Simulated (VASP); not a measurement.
Crystal: GaN.

```xyz
2
Lattice="0.0000 2.2490 2.2490 2.2490 0.0000 2.2490 2.2490 2.2490 0.0000" Properties=species:S:1:pos:R:3 pbc="T T T"
Ga    0.0000    0.0000    0.0000
N     3.3734    3.3734    3.3734
```

Base run:

- Program: VASP 6.6.1
- Functional: PBE
- Dispersion: D4
- Potentials or basis: VASP PAW PBE potentials, release 64 (Ga_d, N)
- Cutoff: 520 eV
- k mesh: 6 × 6 × 6
- Occupations: gaussian, width 0.01 eV
- Spin: no spin polarisation

Its results: band gap on the k mesh 1.76 eV; pressure 0.5 GPa.

The run is repeated on the same cell with these changes: dispersion from D4 to none; occupations from gaussian, width 0.01 eV to gaussian, width 0.001 eV. What comes out?

Band gap on the k mesh 1.76 eV; pressure 6.2 GPa.

Caveats: the cell stands under pressure (at least some runs).

